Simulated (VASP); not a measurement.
# Ni (P6_3/mmc) in VASP: a series of runs, part 2 of 2

VASP 6.6.1. The steps go on from the part before.

## 5. Single point, PBE, collinear spin, ferromagnetic start

This run uses another cell than the first one, of 10.15 Å³/atom.

INCAR

```
SYSTEM = Ni
ALGO = Normal
EDIFF = 1E-6
ENCUT = 690
GGA = PE
GGA_COMPAT = .FALSE.
ISIF = 2
ISMEAR = -1
ISPIN = 2
LASPH = .TRUE.
LCHARG = .FALSE.
LMAXMIX = 4
LORBIT = 11
LREAL = .FALSE.
LWAVE = .FALSE.
MAGMOM = 1 1
NBANDS = 29
NELM = 200
PREC = Accurate
SIGMA = 0.05
```

KPOINTS

```
k-points
0
G
  12 12 7
  0 0 0
```

POSCAR

```
Ni
1.0
    2.4149374515      0.0000000000      0.0000000000
   -1.2074687258      2.0913971816      0.0000000000
    0.0000000000      0.0000000000      4.0177628822
Ni
2
Direct
    0.6666666667      0.3333333333      0.7500000000
    0.3333333333      0.6666666667      0.2500000000
```

Potentials or basis: VASP PAW PBE potentials, release 64 (Ni_sv_GW).

Command:

```sh
cat potpaw_PBE.64/Ni_sv_GW/POTCAR > POTCAR
mpirun -np 1 vasp_std > vasp.out
```

OUTCAR:

```text
SYSTEM = Ni
   EDIFF = 1E-6
   ENCUT = 690
   GGA = PE
   ISIF = 2
   ISMEAR = -1
   ISPIN = 2
   LASPH = .TRUE.
   LORBIT = 11
   LREAL = .FALSE.
   NELM = 200
   PREC = Accurate

 ion  position               nearest neighbor table
   1  0.667  0.333  0.750-   2 2.45   2 2.45   2 2.45   2 2.45   2 2.45   2 2.45
   2  0.333  0.667  0.250-   1 2.45   1 2.45   1 2.45   1 2.45   1 2.45   1 2.45

  LATTYP: Found a hexagonal cell.
 ALAT       =     2.4149374515
 C/A-ratio  =     1.6637130207

  Lattice vectors:

 A1 = (   2.4149374515,   0.0000000000,   0.0000000000)
 A2 = (  -1.2074687258,   2.0913971816,   0.0000000000)
 A3 = (   0.0000000000,   0.0000000000,   4.0177628822)

Analysis of symmetry for initial positions (statically):
=====================================================================
 Subroutine PRICEL returns:
 Original cell was already a primitive cell.

[... 974 lines left out ...]
      6     -54.4342      1.00000
[... 757 lines left out ...]
     28      34.4699      0.00000
     29      37.5422      0.00000

 [... further k-points ...]

------------------------ aborting loop because EDIFF is reached ----------------------------------------

  FORCE on cell =-STRESS in cart. coord.  units (eV):
  Direction    XX          YY          ZZ          XY          YZ          ZX
  --------------------------------------------------------------------------------------
  -------------------------------------------------------------------------------------
  Total        2.2733044      2.2733044      1.7067794     -0.0000000      0.0000000      0.0000000
  in kB      179.4905025    179.4905025    134.7600846     -0.0000000      0.0000000      0.0000000
  external PRESSURE =     164.5803632 kB  Pullay stress =       0.0000000 kB

 VOLUME and BASIS-vectors are now :
 -----------------------------------------------------------------------------
  energy-cutoff  :      690.00
  volume of cell :       20.29
      direct lattice vectors                 reciprocal lattice vectors
     2.414937452  0.000000000  0.000000000     0.414089400  0.239074626  0.000000000
    -1.207468726  2.091397182  0.000000000     0.000000000  0.478149253  0.000000000
     0.000000000  0.000000000  4.017762882     0.000000000  0.000000000  0.248894728

 POSITION                                       TOTAL-FORCE (eV/Angst)
 -----------------------------------------------------------------------------------
      1.20747      0.69713      3.01332         0.000000     -0.000000      0.000000
     -0.00000      1.39426      1.00444        -0.000000      0.000000     -0.000000
 -----------------------------------------------------------------------------------
    total drift:                               -0.000000      0.000000     -0.000000

  FREE ENERGIE OF THE ION-ELECTRON SYSTEM (eV)
  ---------------------------------------------------
  free  energy   TOTEN  =       -12.7212523248 eV

  energy  without entropy=      -12.6878530129  energy(sigma->0) =      -12.70455267

 total charge

# of ion       s       p       d       f       tot
--------------------------------------------------
    1        2.253   6.334   7.822   0.006  16.415
    2        2.253   6.334   7.822   0.006  16.415
--------------------------------------------------
tot          4.507  12.668  15.643   0.013  32.830

 magnetization (x)

# of ion       s       p       d       f       tot
--------------------------------------------------
    1       -0.000  -0.016   0.680  -0.000   0.664
    2       -0.000  -0.016   0.680  -0.000   0.664
--------------------------------------------------
tot         -0.001  -0.032   1.361  -0.000   1.328
```

Run time: 71 s. Hardware: 1 thread of Intel Xeon 6975P-C (Granite Rapids), shared host; peak memory 0.25 GiB.

What came out:

* Free energy: -12.7213 eV
* Pressure: 16.5 GPa
* Net moment: 1.26 μB per cell
* Site moments: Ni +0.66 μB
* Valence electrons inside the program's atomic spheres: Ni 16.41

Stress tensor (GPa, compression positive):
```
17.95  0.00  0.00
 0.00 17.95  0.00
 0.00  0.00 13.48
```

Caveat: the cell stands under pressure.

## 6. Single point, PBE, collinear spin, ferrimagnetic start

Changes to INCAR since step 5:

```diff
@@ -15,3 +15,3 @@
 LWAVE = .FALSE.
-MAGMOM = 1 1
+MAGMOM = 0.83 -0.38
 NBANDS = 29
```

KPOINTS is that of step 5.

POSCAR

```
Ni
1.0
    2.4480228978      0.0000000000      0.0000000000
   -1.2240114489      2.1200500186      0.0000000000
    0.0000000000      0.0000000000      4.0728075700
Ni
2
Direct
    0.6666666667      0.3333333333      0.7500000000
    0.3333333333      0.6666666667      0.2500000000
```

Potentials or basis: VASP PAW PBE potentials, release 64 (Ni_sv_GW).

Command:

```sh
cat potpaw_PBE.64/Ni_sv_GW/POTCAR > POTCAR
mpirun -np 1 vasp_std > vasp.out
```

OUTCAR:

```text
SYSTEM = Ni
   EDIFF = 1E-6
   ENCUT = 690
   GGA = PE
   ISIF = 2
   ISMEAR = -1
   ISPIN = 2
   LASPH = .TRUE.
   LORBIT = 11
   LREAL = .FALSE.
   NELM = 200
   PREC = Accurate

 ion  position               nearest neighbor table
   1  0.667  0.333  0.750-   2 2.48   2 2.48   2 2.48   2 2.48   2 2.48   2 2.48
   2  0.333  0.667  0.250-   1 2.48   1 2.48   1 2.48   1 2.48   1 2.48   1 2.48

  LATTYP: Found a hexagonal cell.
 ALAT       =     2.4480228978
 C/A-ratio  =     1.6637130207

  Lattice vectors:

 A1 = (   2.4480228978,   0.0000000000,   0.0000000000)
 A2 = (  -1.2240114489,   2.1200500186,   0.0000000000)
 A3 = (   0.0000000000,   0.0000000000,   4.0728075700)

Analysis of symmetry for initial positions (statically):
=====================================================================
 Subroutine PRICEL returns:
 Original cell was already a primitive cell.

 Routine SETGRP: Setting up the symmetry group for a
 hexagonal supercell.

 Subroutine GETGRP returns: Found 24 space group operations
 (whereof 12 operations were pure point group operations)
 out of a pool of 24 trial point group operations.

The static configuration has the point symmetry D_3d.
 The point group associated with its full space group is D_6h.

Analysis of symmetry for dynamics (positions and initial velocities):
=====================================================================
 Subroutine PRICEL returns:
 Original cell was already a primitive cell.

 Routine SETGRP: Setting up the symmetry group for a
 hexagonal supercell.

 Subroutine GETGRP returns: Found 24 space group operations
 (whereof 12 operations were pure point group operations)
 out of a pool of 24 trial point group operations.

The dynamic configuration has the point symmetry D_3d.
 The point group associated with its full space group is D_6h.

Analysis of structural, dynamic, and magnetic symmetry:
[... 153 lines left out ...]
  ---------------------------------------------------
  ext. energy  EPLUGINS =         0.00000000
  ---------------------------------------------------
  free energy    TOTEN  =       -12.78821714 eV

  energy without entropy =      -12.75387822  energy(sigma->0) =      -12.77104768

 E-fermi :   8.2568     XC(G=0): -14.0626

 val. band max:        8.2560014053   @ k =   0.3333   0.0833   0.4286
 cond. band min:       8.2589837013   @ k =   0.3333   0.3333   0.2857
 fundamental gap:      0.0029822960
 Fermi energy:         8.2567960189

 spin component 1

 k-point     1 :       0.0000    0.0000    0.0000
  band No.  band energies     occupation
      1     -95.4988      1.00000
      2     -95.4636      1.00000
      3     -55.9446      1.00000
      4     -55.7853      1.00000
      5     -55.7853      1.00000
      6     -55.7538      1.00000
[... 757 lines left out ...]
     28      33.1317      0.00000
     29      36.1944      0.00000

 [... further k-points ...]

 spin component 2

 k-point     1 :       0.0000    0.0000    0.0000
  band No.  band energies     occupation
      1     -94.6391      1.00000
      2     -94.6028      1.00000
      3     -55.1302      1.00000
      4     -54.9372      1.00000
      5     -54.9372      1.00000
      6     -54.9047      1.00000
[... 757 lines left out ...]
     28      33.2319      0.00000
     29      36.2579      0.00000

 [... further k-points ...]

------------------------ aborting loop because EDIFF is reached ----------------------------------------

  FORCE on cell =-STRESS in cart. coord.  units (eV):
  Direction    XX          YY          ZZ          XY          YZ          ZX
  --------------------------------------------------------------------------------------
  -------------------------------------------------------------------------------------
  Total        0.9810448      0.9810448      0.4598414      0.0000000     -0.0000000      0.0000000
  in kB       74.3607845     74.3607845     34.8548485      0.0000000     -0.0000000      0.0000000
  external PRESSURE =      61.1921392 kB  Pullay stress =       0.0000000 kB

 VOLUME and BASIS-vectors are now :
 -----------------------------------------------------------------------------
  energy-cutoff  :      690.00
  volume of cell :       21.14
      direct lattice vectors                 reciprocal lattice vectors
     2.448022898  0.000000000  0.000000000     0.408492911  0.235843492  0.000000000
    -1.224011449  2.120050019  0.000000000     0.000000000  0.471686984  0.000000000
     0.000000000  0.000000000  4.072807570     0.000000000  0.000000000  0.245530873

 POSITION                                       TOTAL-FORCE (eV/Angst)
 -----------------------------------------------------------------------------------
      1.22401      0.70668      3.05461        -0.000000      0.000000     -0.000000
     -0.00000      1.41337      1.01820         0.000000      0.000000      0.000000
 -----------------------------------------------------------------------------------
    total drift:                                0.000000     -0.000000      0.000000

  FREE ENERGIE OF THE ION-ELECTRON SYSTEM (eV)
  ---------------------------------------------------
  free  energy   TOTEN  =       -12.7882171354 eV

  energy  without entropy=      -12.7538782217  energy(sigma->0) =      -12.77104768

 total charge

# of ion       s       p       d       f       tot
--------------------------------------------------
    1        2.245   6.309   7.813   0.005  16.373
    2        2.245   6.309   7.813   0.005  16.373
--------------------------------------------------
tot          4.491  12.618  15.626   0.011  32.746

 magnetization (x)

# of ion       s       p       d       f       tot
--------------------------------------------------
    1       -0.000  -0.016   0.703  -0.000   0.687
    2       -0.000  -0.016   0.703  -0.000   0.687
--------------------------------------------------
tot         -0.001  -0.031   1.406  -0.000   1.374
```

stdout:

```text
POSCAR found type information on POSCAR Ni
 POSCAR found :  1 types and       2 ions
 scaLAPACK will be used
 LDA part: xc-table for (Slater+PW92), standard interpolation
 POSCAR, INCAR and KPOINTS ok, starting setup
 FFT: planning ... GRIDC
 FFT: planning ... GRID_SOFT
 FFT: planning ... GRID
 WAVECAR not read
 entering main loop
```

Run time: 2 min. Hardware: 1 thread of AMD EPYC 9R45 (Zen 5), shared host; peak memory 0.22 GiB.

What came out:

| Property | Result |
| --- | --- |
| Free energy | -12.7882 eV |
| Pressure | 6.1 GPa |
| Net moment | 1.30 μB per cell |
| Site moments | Ni +0.69 μB |
| Valence electrons inside the program's atomic spheres | Ni 16.37 |

Caveat: the cell stands under pressure.

## 7. The runs side by side

| level | potentials or basis | spin | cell | k mesh | cutoff (eV) | grid for exact exchange (PRECFOCK) | share of exact exchange | gap on the mesh (eV) | pressure (GPa) | moment (μB) |
| --- | --- | --- | --- | --- | --- | --- | --- | --- | --- | --- |
| r2SCANh | VASP PAW PBE potentials, release 64 (Ni) | collinear, ferromagnetic start | a = 2.448, b = 2.448, c = 4.073 Å, angles 90.0, 90.0, 120.0°, 2 atoms | 6 × 6 × 4 | 520 | Normal | 0.1 | none | -2.7 | 1.44 |
| RPBE+D4 | VASP PAW PBE potentials, release 64 (Ni_sv_GW) | collinear, ferromagnetic start | a = 2.459, b = 2.459, c = 4.029 Å, angles 90.0, 90.0, 120.0°, 2 atoms | 12 × 12 × 7 | 690 | - | - | none | -1.0 | 1.32 |
| revPBE | VASP PAW PBE potentials, release 64 (Ni_sv_GW) | collinear, ferromagnetic start | a = 2.448, b = 2.448, c = 4.073 Å, angles 90.0, 90.0, 120.0°, 2 atoms | 12 × 12 × 7 | 690 | - | - | none | 10.4 | 1.31 |
| PBE | VASP PAW PBE potentials, release 64 (Ni_sv_GW) | collinear, ferromagnetic start | a = 2.415, b = 2.415, c = 4.018 Å, angles 90.0, 90.0, 120.0°, 2 atoms | 12 × 12 × 7 | 690 | - | - | none | 16.5 | 1.26 |
| PBE | VASP PAW PBE potentials, release 64 (Ni_sv_GW) | collinear, ferrimagnetic start | a = 2.448, b = 2.448, c = 4.073 Å, angles 90.0, 90.0, 120.0°, 2 atoms | 12 × 12 × 7 | 690 | - | - | none | 6.1 | 1.30 |

Alike in all rows: task single point; smearing fermi-dirac 0.05 eV.

Caveats: some runs use coarse meshes; the PAW data sets were made with another functional, which shifts forces and pressure a little (at least some runs); the cell stands under pressure (at least some runs).

Total energies depend on the potentials used, so only differences within one code and one set of settings carry meaning.

The gap in the log of VASP goes by the Fermi energy; the results here count the filled bands.